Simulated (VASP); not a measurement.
Tl2S3 (Tl2(S)1(S)2), 5 atoms in the cell. The cell holds a molecule in a box, 5 atoms: a = 9.160 Å, b = 11.930 Å, c = 16.480 Å, α = 90.00°, β = 90.00°, γ = 90.00°. 

```yaml
Program: VASP 6.6.1
Task: single point
Functional: PBE
Potentials_or_basis: VASP PAW PBE potentials, release 64 (Tl_d, S)
Cutoff: 520 eV
k_mesh: 1 × 1 × 1
Occupations: gaussian, width 0.01 eV
Spin: no spin polarisation
Dipole_correction: no
Further_INCAR_settings: ALGO = Normal; EDIFF = 1e-06; NBANDS = 30
```

Potentials or basis: VASP PAW PBE potentials, release 64 (Tl_d, S).

Command:

```sh
$ cat potpaw_PBE.64/Tl_d/POTCAR potpaw_PBE.64/S/POTCAR > POTCAR
$ mpirun -np 1 vasp_gam > vasp.out
```

Hardware: 1 thread of Oxide Virtual Turin-like Processor (shared host).

How long does it take, and how much memory?

Run time: 5.7 min on 1 thread of Oxide Virtual Turin-like Processor, on a shared host, peak memory 1.2 GiB. Counts: scf iterations 24, k points 1.
